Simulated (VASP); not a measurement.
# LiH (P1) in VASP: notebook

Runs on LiH. Level: PBE. Tasks: single point.

Everything below comes from runs of VASP 6.6.1. Logs are shortened: lines on timing, memory, paths and dates and some standing lists are left out, and cuts for length are marked.

**1. The cell of the first run**

The typed cell holds 24 atoms: a = 5.665 Å, b = 5.665 Å, c = 8.498 Å, α = 60.00°, β = 60.00°, γ = 60.00°.

**2. Single point, PBE**

INCAR reads:

```
SYSTEM = LiH
PREC = Accurate
ENCUT = 520
EDIFF = 1E-6
ISMEAR = -1
SIGMA = 0.146
LREAL = Auto
LASPH = .TRUE.
NELM = 80
ALGO = Normal
ISIF = 2
LWAVE = .FALSE.
LCHARG = .TRUE.
GGA = PE
LELF = .TRUE.
LVHAR = .TRUE.
NBANDS = 42
```

KPOINTS reads:

```
Automatic mesh
0
G
  4 4 2
  0 0 0
```

POSCAR reads:

```
LiH
1.0
    0.0000000000      4.0059896822      4.0059896822
    4.0059896822      0.0000000000      4.0059896822
    6.0089845233      6.0089845233      0.0000000000
Li H
12 12
Direct
    0.0031942169     -0.0291845485      0.0165858307
   -0.0107538969     -0.0248692603      0.3219700421
   -0.0159100510      0.0008441110      0.6868913514
    0.0050589247      0.5330747629     -0.0007745069
   -0.0129703280      0.4487205766      0.3596918900
    0.0367299997      0.5015694396      0.6635428972
    0.5333003002      0.0118755922     -0.0117158731
    0.4969099169      0.0002833257      0.3280416171
    0.5224504220     -0.0450333162      0.6704259238
    0.5173212276      0.5361752452     -0.0049663133
    0.4972445408      0.5146262631      0.3105344161
    0.4603894783      0.5379203820      0.6558222083
    0.2524796817      0.2808374682      0.1622981381
    0.1505258495      0.2516451813      0.5683647523
    0.4009529798      0.1571383228      0.7940229304
    0.3505735440      0.7523279487      0.1068188805
    0.1906722335      0.7963148318      0.5439255148
    0.2572431738      0.7205389252      0.8483863588
    0.8099859853      0.1838453312      0.1723059023
    0.7784888997      0.2685614755      0.4394941424
    0.8351499293      0.1921794765      0.8751280653
    0.7560935600      0.7322150661      0.2092341884
    0.7583201009      0.6570360158      0.5173116170
    0.7511899028      0.7703861579      0.8081377113
```

Potentials or basis: VASP PAW PBE potentials, release 64 (Li_sv, H).

Command:

```bash
$ cat potpaw_PBE.64/Li_sv/POTCAR potpaw_PBE.64/H/POTCAR > POTCAR
$ mpirun -np 1 vasp_std > vasp.out
```

OUTCAR:

```text
SYSTEM = LiH
   PREC = Accurate
   ENCUT = 520
   EDIFF = 1E-6
   ISMEAR = -1
   LREAL = Auto
   LASPH = .TRUE.
   NELM = 80
   ISIF = 2
   GGA = PE

 ion  position               nearest neighbor table
   1  0.003  0.971  0.017-  21 1.54   4 2.55   2 2.57
   2  0.989  0.975  0.322-  19 1.62   1 2.57
   3  0.984  0.001  0.687-  17 1.68  14 1.70   7 2.56
   4  0.005  0.533  0.999-   1 2.55
   5  0.987  0.449  0.360-  20 1.62
   6  0.037  0.502  0.664-  14 1.67  12 2.48
   7  0.533  0.012  0.988-   3 2.56
   8  0.497  0.000  0.328-
   9  0.522  0.955  0.670-  15 1.61  10 2.59
  10  0.517  0.536  0.995-  16 1.55  11 2.57   9 2.59
  11  0.497  0.515  0.311-  10 2.57
  12  0.460  0.538  0.656-  23 1.75   6 2.48
  13  0.252  0.281  0.162-
  14  0.151  0.252  0.568-   6 1.67   3 1.70
  15  0.401  0.157  0.794-   9 1.61
  16  0.351  0.752  0.107-  10 1.55
  17  0.191  0.796  0.544-   3 1.68
  18  0.257  0.721  0.848-
  19  0.810  0.184  0.172-   2 1.62
  20  0.778  0.269  0.439-   5 1.62
  21  0.835  0.192  0.875-   1 1.54
  22  0.756  0.732  0.209-
  23  0.758  0.657  0.517-  12 1.75
  24  0.751  0.770  0.808-

  LATTYP: Found a face centered orthorhombic cell.
 ALAT       =     5.6653249393
 B/A-ratio  =     1.7320508076
 C/A-ratio  =     2.4494897428

  Lattice vectors:

 A1 = (   6.0089845233,   6.0089845233,   0.0000000000)
 A2 = (   2.0029948411,   6.0089845233,  -4.0059896822)
 A3 = (   0.0000000000,   4.0059896822,   4.0059896822)

Analysis of symmetry for initial positions (statically):
=====================================================================
 Subroutine PRICEL returns:
 Original cell was already a primitive cell.

 Routine SETGRP: Setting up the symmetry group for a
 face centered orthorhombic supercell.

 Subroutine GETGRP returns: Found  1 space group operations
 (whereof  1 operations were pure point group operations)
 out of a pool of  8 trial point group operations.

The static configuration has the point symmetry C_1 .

Analysis of symmetry for dynamics (positions and initial velocities):
=====================================================================
 Subroutine PRICEL returns:
 Original cell was already a primitive cell.

 Routine SETGRP: Setting up the symmetry group for a
 face centered orthorhombic supercell.

 Subroutine GETGRP returns: Found  1 space group operations
 (whereof  1 operations were pure point group operations)
 out of a pool of  8 trial point group operations.

The dynamic configuration has the point symmetry C_1 .

 Subroutine INISYM returns: Found  1 space group operations
 (whereof  1 operations are pure point group operations),
 and found     1 'primitive' translations

----------------------------------------------------------------------------------------

                                     Primitive cell

  volume of cell :     192.8638

  direct lattice vectors                    reciprocal lattice vectors
     0.000000000  4.005989682  4.005989682    -0.124813102  0.124813102  0.124813102
     4.005989682  0.000000000  4.005989682     0.124813102 -0.124813102  0.124813102
     6.008984523  6.008984523  0.000000000     0.083208735  0.083208735 -0.083208735

  length of vectors
     5.665324939  5.665324939  8.497987409     0.216182635  0.216182635  0.144121756

  position of ions in fractional coordinates (direct lattice)
     0.003194217  0.970815452  0.016585831
     0.989246103  0.975130740  0.321970042
     0.984089949  0.000844111  0.686891351
     0.005058925  0.533074763  0.999225493
     0.987029672  0.448720577  0.359691890
     0.036730000  0.501569440  0.663542897
[... 16 lines left out ...]
     0.758320101  0.657036016  0.517311617
     0.751189903  0.770386158  0.808137711
[... 50 lines left out ...]
|                                                                             |
|           W    W    AA    RRRRR   N    N  II  N    N   GGGG   !!!           |
|           W    W   A  A   R    R  NN   N  II  NN   N  G    G  !!!           |
|           W    W  A    A  R    R  N N  N  II  N N  N  G       !!!           |
|           W WW W  AAAAAA  RRRRR   N  N N  II  N  N N  G  GGG   !            |
|           WW  WW  A    A  R   R   N   NN  II  N   NN  G    G                |
|           W    W  A    A  R    R  N    N  II  N    N   GGGG   !!!           |
|                                                                             |
|     Your reciprocal lattice and k-lattice belong to different lattice       |
|     classes:                                                                |
|                                                                             |
|        The reciprocal lattice is body-centered orthorhombic,                |
|        whereas your k-lattice is base-centered monoclinic.                  |
|                                                                             |
|     Results are often still useful ...                                      |
|                                                                             |
 -----------------------------------------------------------------------------

 WARNING: IBZKPT: internal override: KBLOWUP is changed to .FALSE.
      ... skipping the blow-up phase ...

 Subroutine IBZKPT returns following result:
 ===========================================

 Found     20 irreducible k-points:

 Following reciprocal coordinates:
            Coordinates               Weight
  0.000000  0.000000  0.000000      1.000000
  0.250000  0.000000  0.000000      2.000000
  0.500000  0.000000  0.000000      1.000000
  0.000000  0.250000  0.000000      2.000000
  0.250000  0.250000  0.000000      2.000000
  0.500000  0.250000  0.000000      2.000000
[... 12 lines left out ...]
  0.250000  0.500000  0.500000      2.000000
  0.500000  0.500000  0.500000      1.000000
   k-points           NKPTS =     20   k-points in BZ     NKDIM =     20   number of bands    NBANDS=     42
   number of dos      NEDOS =    301   number of ions     NIONS =     24
   total plane-waves  NPLWV = 112896
   dimension x,y,z NGX =    42 NGY =   42 NGZ =   64
   dimension x,y,z NGXF=    84 NGYF=   84 NGZF=  128
   ions per type =              12  12
   NGX,Y,Z   is equivalent  to a cutoff of  12.32, 12.32, 12.52 a.u.
   NGXF,Y,Z  is equivalent  to a cutoff of  24.65, 24.65, 25.04 a.u.
 SYSTEM =  LiH
   PREC   = accura    normal or accurate (medium, high low for compatibility)
   ISTART =      0    job   : 0-new  1-cont  2-samecut
   ICHARG =      2    charge: 1-file 2-atom 10-const
   ISPIN  =      1    spin polarized calculation?
   LNONCOLLINEAR =      F non collinear calculations
   LSORBIT =      F    spin-orbit coupling
   LASPH  =      T    aspherical Exc in radial PAW
   ENCUT  =  520.0 eV  38.22 Ry    6.18 a.u.  10.53 10.53 15.80*2*pi/ulx,y,z
   NELM   =     80;   NELMIN=  2; NELMDL= -5     # of ELM steps
   EDIFF  = 0.1E-05   stopping-criterion for ELM
   LREAL  =      T    real-space projection
   EDIFFG = 0.1E-04   stopping-criterion for IOM
   NSW    =      0    number of steps for IOM
   IBRION =     -1    ionic relax: 0-MD 1-quasi-New 2-CG
   NFREE  =      0    steps in history (QN), initial steepest desc. (CG)
   ISIF   =      2    stress and relaxation
   ISYM   =      2    0-nonsym 1-usesym 2-fastsym
   POTIM  = 0.5000    time-step for ionic-motion
   TEBEG  =    0.0;   TEEND  =   0.0 temperature during run
   PSTRESS=    0.0 pullay stress
   NELECT =      48.0000    total number of electrons
   NUPDOWN=      -1.0000    fix difference up-down
   EMIN   =  10.00;   EMAX   =-10.00  energy-range for DOS
   EFERMI =   0.00;   METHOD = LEGACY
   ISMEAR =    -1;   SIGMA  =   0.15  broadening in eV -4-tet -1-fermi 0-gaus
   EFERMI_NEDOS =   21; number of points for ismear=-14 and -15
   IALGO  =     38    algorithm
   IMIX   =      4    mixing-type and parameters
     AMIX     =   0.40;   BMIX     =  1.00
     AMIX_MAG =   1.60;   BMIX_MAG =  1.00
  volume/ion in A,a.u.               =       8.04        54.23
  Fermi-wavevector in a.u.,A,eV,Ry     =   1.029765  1.945975 14.427849  1.060417
  Thomas-Fermi vector in A             =   2.163830
   LORBIT       =      0    0 simple, 1 ext, 2 COOP (PROOUT), +10 PAW based schemes
   GGA     = PE    functional components
   LHFCALC =     F    Hartree Fock is set to
   AEXX    =    0.0000 exact exchange contribution
   IVDW    =     0    specifies the selected vdW correction
   LEPSILON=     F    determine dielectric tensor
   LRPA    =     F    only Hartree local field effects (RPA)
 non-spin polarized calculation
  energy-cutoff  :      520.00
  volume of cell :      192.86
 maximum number of plane-waves:      5230
   NGX = 21   NGY = 21   NGZ = 31

 number of electron      47.9999990 magnetization

 Free energy of the ion-electron system (eV)
  ---------------------------------------------------
  ext. energy  EPLUGINS =         0.00000000
  ---------------------------------------------------
  free energy    TOTEN  =       -70.16449714 eV

  energy without entropy =      -70.16432262  energy(sigma->0) =      -70.16440988

 E-fermi :   1.7761     XC(G=0):  -8.4635

 val. band max:        0.5759376992   @ k =   0.0000   0.0000   0.5000
 cond. band min:       2.9306438625   @ k =   0.0000   0.0000   0.5000
 fundamental gap:      2.3547061633
 Fermi energy:         1.7760839983

 k-point     1 :       0.0000    0.0000    0.0000
  band No.  band energies     occupation
      1     -44.7138      2.00000
      2     -44.6922      2.00000
      3     -44.5309      2.00000
      4     -44.4251      2.00000
      5     -44.0775      2.00000
      6     -44.0325      2.00000
[... 769 lines left out ...]
     35       7.6750      0.00000
     36       7.9123      0.00000
 [bands above 36 left out]

------------------------ aborting loop because EDIFF is reached ----------------------------------------

  FORCE on cell =-STRESS in cart. coord.  units (eV):
  Direction    XX          YY          ZZ          XY          YZ          ZX
  --------------------------------------------------------------------------------------
  -------------------------------------------------------------------------------------
  Total        5.3884724      4.7199302      2.4119552      0.7282189     -0.3437438      0.0476288
  in kB       44.7636516     39.2098716     20.0368337      6.0495325     -2.8555828      0.3956665
  external PRESSURE =      34.6701190 kB  Pullay stress =       0.0000000 kB

 VOLUME and BASIS-vectors are now :
 -----------------------------------------------------------------------------
  energy-cutoff  :      520.00
  volume of cell :      192.86
      direct lattice vectors                 reciprocal lattice vectors
     0.000000000  4.005989682  4.005989682    -0.124813102  0.124813102  0.124813102
     4.005989682  0.000000000  4.005989682     0.124813102 -0.124813102  0.124813102
     6.008984523  6.008984523  0.000000000     0.083208735  0.083208735 -0.083208735

 POSITION                                       TOTAL-FORCE (eV/Angst)
 -----------------------------------------------------------------------------------
      3.98874      0.11246      3.90187        -0.074964      0.926468      0.270865
      5.84108      5.89762      7.86927         0.475233      0.715405      0.313092
      4.13090      8.06977      3.94564         0.407774     -0.159515     -0.042863
      8.13982      6.02460      2.15576        -0.152262      0.378387     -0.521052
      3.95895      6.11541      5.75160         0.026331      0.004285      0.355356
      5.99650      4.13436      2.15642         0.281707     -0.076503     -0.677982
[... 16 lines left out ...]
      5.74060      6.14634      5.66990         0.774494     -0.185825      0.801226
      7.94225      7.86535      6.09542        -0.094222      0.982880     -0.102270
 -----------------------------------------------------------------------------------
    total drift:                               -0.005601     -0.002744      0.000021

  FREE ENERGIE OF THE ION-ELECTRON SYSTEM (eV)
  ---------------------------------------------------
  free  energy   TOTEN  =       -70.1644971446 eV

  energy  without entropy=      -70.1643226162  energy(sigma->0) =      -70.16440988
```

Wall time 6.5 min (1 thread of Oxide Virtual Turin-like, shared host); peak memory 0.31 GiB.

Results:

| Item | Value |
| --- | --- |
| Free energy | -70.1645 eV |
| Largest force | 1.692 eV/Å |
| Band gap on the k mesh | 2.35 eV |

Forces on the atoms (eV/Å):
```
Li  -0.075  0.926  0.271
Li   0.475  0.715  0.313
Li   0.408 -0.160 -0.043
Li  -0.152  0.378 -0.521
Li   0.026  0.004  0.355
Li   0.282 -0.077 -0.678
Li   0.193 -0.219  0.085
Li   0.110  0.048 -0.085
Li  -0.241 -0.531  0.115
Li  -1.488 -0.052 -0.502
Li  -0.079  0.623  0.050
Li  -0.343  0.549 -0.243
H   -0.268  0.309 -0.070
H   -1.280  0.019  1.043
H    1.572 -0.536  0.323
H    1.495  0.296 -0.457
H   -1.322 -0.157  0.183
H   -0.114 -0.052  0.247
H    0.434 -0.941  0.052
H    0.127  0.103 -1.125
H    0.088 -1.473 -0.217
H   -0.525 -0.572  0.203
H    0.774 -0.186  0.801
H   -0.094  0.983 -0.102
```

Caveat: the k points lie up to 0.45 Å⁻¹ apart; the cutoff is under 1.25 times the usual one of these potentials, so pressure, stress and relaxed cells hold a basis-set (Pulay) error; the atoms stand as in a frame of molecular dynamics; forces of over 1 eV/Å act on the atoms, so gaps and moduli don't describe the material at rest. A k mesh can miss the band edges.

**3. Single point, PBE**

INCAR reads:

```
  ALGO = Normal
  EDIFF = 1E-6
  ENCUT = 520
  GGA = PE
  ISIF = 2
  ISMEAR = -1
  LASPH = True
  LCHARG = True
  LELF = True
  LREAL = Auto
  LVHAR = True
  LWAVE = False
  NBANDS = 42
  NELM = 100
  PREC = Accurate
  SIGMA = 0.146
```

KPOINTS reads:

```
k-points
0
Gamma
  4 4 2
```

POSCAR reads:

```
LiH
1.0
    0.0000000000      4.0059896822      4.0059896822
    4.0059896822      0.0000000000      4.0059896822
    6.0089845233      6.0089845233      0.0000000000
Li H
12 12
Direct
    0.0310455118     -0.0709699781      0.0276665715
   -0.0117474092     -0.0412669560      0.3199610504
   -0.0195000502      0.0069780509      0.6991881879
    0.0146609214      0.5502351915      0.0102087965
   -0.0116800101      0.4164910877      0.3784907402
    0.0584935356      0.4891117191      0.6701079832
    0.5751012066      0.0285618559     -0.0324744554
    0.4777775661      0.0118936901      0.3230732235
    0.5286530091     -0.0916671108      0.6751868780
    0.5437523990      0.5450282385     -0.0175396524
    0.5139781086      0.5120896864      0.2966384741
    0.4160421350      0.5562471890      0.6508696244
    0.2830786123      0.2553431439      0.1793991973
    0.3128522786      0.1945471811      0.4786431033
    0.3280515189      0.2806777074      0.8114021564
    0.2964419767      0.7982800141      0.1794420498
    0.2449563224      0.7661101859      0.4861870568
    0.3070544603      0.7289065204      0.8272950248
    0.7786319355      0.2457800888      0.1601001794
    0.7571253899      0.1807914042      0.4637160387
    0.8018653953      0.2136304803      0.8547253667
    0.7634992206      0.7245512920      0.1805957389
    0.7444977987      0.7147173925      0.5041736234
    0.8467299642      0.6677315001      0.8540540386
```

Potentials or basis: VASP PAW PBE potentials, release 64 (Li_sv, H).

Command:

```bash
$ cat potpaw_PBE.64/Li_sv/POTCAR potpaw_PBE.64/H/POTCAR > POTCAR
$ mpirun -np 1 vasp_std > vasp.out
```

Run time: 6.2 min. Hardware: 1 thread of Oxide Virtual Turin-like, shared host; peak memory 0.31 GiB.

It converged, with:

- Free energy: -70.1598 eV
- Largest force: 1.848 eV/Å
- Band gap on the k mesh: 2.66 eV

Forces in eV/Å, atoms in the order of the input:
```
Li   0.793 -0.198  0.776
Li   0.869  0.264  0.131
Li  -0.813 -0.380  0.431
Li  -1.131  0.886 -0.787
Li  -0.127 -0.360  0.070
Li  -0.348 -0.356 -0.759
Li   0.915 -0.381 -1.182
Li  -0.456  0.528  0.013
Li   0.199 -0.693  1.702
Li  -0.339  0.718 -0.892
Li   0.069  0.953 -0.422
Li  -0.357  0.924  1.278
H   -0.042 -0.898  0.307
H    1.088 -0.047 -0.379
H   -0.321  0.243 -1.053
H   -1.216 -0.927 -0.015
H   -0.098  0.004 -0.258
H    0.550 -0.046 -0.667
H   -0.222 -0.232 -0.022
H    0.954  0.553  0.353
H   -0.127  0.151  0.561
H    0.065  0.024  0.448
H   -0.275  0.278 -0.073
H    0.372 -1.008  0.439
```

Levels at points of the mesh, in eV from the valence-band top:
| k point | band 21 | band 22 | band 23 | band 24 | band 25 | band 26 | band 27 | band 28 |
| --- | --- | --- | --- | --- | --- | --- | --- | --- |
| (0.00, 0.00, 0.00) | -1.52 | -0.98 | -0.56 | -0.33 | 2.84 | 3.49 | 3.93 | 4.25 |
| (0.50, 0.00, 0.00) | -1.94 | -1.34 | -0.64 | -0.14 | 4.11 | 4.30 | 4.42 | 5.11 |
| (0.00, 0.50, 0.00) | -1.91 | -1.45 | -0.62 | -0.38 | 4.16 | 4.31 | 5.03 | 5.08 |
| (0.50, 0.50, 0.00) | -1.48 | -1.26 | -1.02 | -0.31 | 4.13 | 4.17 | 4.56 | 4.84 |
| (0.00, 0.00, 0.50) | -1.23 | -1.04 | -0.27 | 0.00 | 2.66 | 2.68 | 3.68 | 4.33 |
| (0.50, 0.00, 0.50) | -1.60 | -1.40 | -0.70 | -0.24 | 4.05 | 4.33 | 4.65 | 4.93 |
| (0.00, 0.50, 0.50) | -1.65 | -1.35 | -0.67 | -0.57 | 4.37 | 4.43 | 4.60 | 4.69 |
| (0.50, 0.50, 0.50) | -2.23 | -1.82 | -0.33 | -0.09 | 4.48 | 4.61 | 4.80 | 4.95 |

Caveat: the k points lie up to 0.45 Å⁻¹ apart; the cutoff is under 1.25 times the usual one of these potentials, so pressure, stress and relaxed cells hold a basis-set (Pulay) error; the atoms stand as in a frame of molecular dynamics; forces of over 1 eV/Å act on the atoms, so gaps and moduli don't describe the material at rest. A k mesh can miss the band edges.

[end of part 1 of 2]
